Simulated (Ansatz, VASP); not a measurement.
**Cu: VASP beside Ansatz**

The input INCAR:

```
PREC     = Accurate       # precision mode
ENCUT    = 520            # plane-wave cutoff, eV
EDIFF    = 1E-7           # SCF threshold, eV
ISMEAR   = 0              # smearing method
SIGMA    = 0.15           # smearing width, eV
LREAL    = False          # projectors in reciprocal space
LASPH    = True           # aspherical terms in the spheres
NELM     = 60             # most SCF steps
ALGO     = Normal         # electronic algorithm
ISIF     = 2              # what is computed and relaxed
LWAVE    = False          # write WAVECAR
LCHARG   = False          # write CHGCAR
GGA      = PE             # functional
NBANDS   = 12             # bands
```

The input KPOINTS:

```
Automatic mesh
0
Gamma
  22 22 22
```

The input POSCAR:

```
Cu
1.0
    0.0000000000      1.7984625000      1.8075000000
    1.7984625000      0.0000000000      1.8075000000
    1.7984625000      1.7984625000      0.0000000000
Cu
1
Direct
    0.0000000000      0.0000000000      0.0000000000
```

Input for Ansatz:

```yaml
crystal:
  lattice:
    - [0.0, 1.7984625, 1.8075]
    - [1.7984625, 0.0, 1.8075]
    - [1.7984625, 1.7984625, 0.0]
  atoms:
    - { symbol: Cu, position: [0.0, 0.0, 0.0] }
basis:
  ecutwfc: 420
kpoints:
  mp_grid: { grid: [22, 22, 22] }
hamiltonian:
  xc: pbe
scf:
  occupations: { method: gaussian, width: 0.15 }
output:
  forces: true
  stress: true
  eigenvalues: true
```

Change from the starting cell: strain -0.0050 x Voigt [1, 1, 0, 0, 0, 0], atoms carried along.

Alike in both runs: task single point; functional PBE; k mesh 22 × 22 × 22; occupations gaussian, width 0.15 eV; no spin polarisation.

|  | VASP | Ansatz |
| --- | --- | --- |
| version | VASP 6.6.1 | Ansatz 0.2.0 |
| potentials or method | VASP PAW PBE potentials, release 64 (Cu), cutoff 520 eV | scalar-relativistic, plane waves, PAW |
| valence electrons in the cell | 11 | 19 |

|  | VASP | Ansatz | Ansatz less VASP |
| --- | --- | --- | --- |
| gap on the k mesh at the Fermi level (eV) | none | none | - |
| pressure (GPa) | 3.8 | 3.3 | -0.52 |
| traceless stress, the component that is largest in VASP (GPa) | -0.20 | -0.21 | -0.006 |

A gap of «none» marks a metal or a gap that the smearing closes. VASP's potentials hold 11 valence electrons a cell and Ansatz's 19, so a difference there can come from the potentials and not from the codes.
